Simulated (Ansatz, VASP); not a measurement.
Two plane-wave programs on FeCo

INCAR

```
PREC = Accurate
ENCUT = 600
EDIFF = 1E-6
ISMEAR = 0
SIGMA = 0.05
LREAL = F
LASPH = T
NELM = 200
ALGO = Normal
ISIF = 2
LWAVE = F
LCHARG = T
ISPIN = 2
MAGMOM = 2.5 1.5
LORBIT = 11
LMAXMIX = 4
GGA = PE
LELF = T
LVHAR = T
NBANDS = 20
GGA_COMPAT = F
```

Contents of KPOINTS:

```
regular mesh
0
Gamma
  12 12 12
```

Contents of POSCAR:

```
FeCo
1.0
    2.8569993142      0.0000000000      0.0000000000
    0.0000000000      2.8569993142      0.0000000000
    0.0000000000      0.0000000000      2.8569993142
Fe Co
1 1
Direct
    0.5000000000      0.5000000000      0.5000000000
    0.0000000000      0.0000000000      0.0000000000
```

Input for Ansatz:

```yaml
crystal:
  lattice:
    - [2.8569993142, 0.0, 0.0]
    - [0.0, 2.8569993142, 0.0]
    - [0.0, 0.0, 2.8569993142]
  atoms:
    - { symbol: Fe, position: [0.5, 0.5, 0.5], spin: 2.5 }
    - { symbol: Co, position: [0.0, 0.0, 0.0], spin: 1.5 }
basis:
  ecutwfc: 420
  ecutrho_ratio: 4
kpoints:
  mp_grid: { grid: [12, 12, 12] }
hamiltonian:
  xc: pbe
scf:
  occupations: { method: gaussian, width: 0.05 }
output:
  forces: true
  stress: true
  eigenvalues: true
  populations: true
magnetization:
  spin_polarized: true
```

Alike in both runs: task single point; functional PBE; k mesh 12 × 12 × 12; occupations gaussian, width 0.05 eV; collinear spin.

|  | VASP | Ansatz |
| --- | --- | --- |
| version | VASP 6.6.1 | Ansatz 0.2.0 |
| potentials or method | VASP PAW PBE potentials, release 64 (Fe, Co), cutoff 600 eV | scalar-relativistic, plane waves, PAW |
| valence electrons in the cell | 17 | 33 |

Ansatz gave:

```
gap on the k mesh at the Fermi level (eV)                     : none
pressure (GPa)                                                : -2.5
net moment per atom (μB)                                      : 2.28
size of the moment on the site where the two differ most (μB) : 1.83
```

Problem. What did VASP give for the same quantities?

Solution. gap on the k mesh at the Fermi level (eV): none; pressure (GPa): -2.9; net moment per atom (μB): 2.27; size of the moment on the site where the two differ most (μB): 1.77.

Site moments also hang on the region over which each program counts them. A gap of «none» marks a metal or a gap that the smearing closes. The functional is the same, so the differences come from potentials, cutoffs and numerics. VASP's potentials hold 17 valence electrons a cell and Ansatz's 33, so a difference there can come from the potentials and not from the codes.
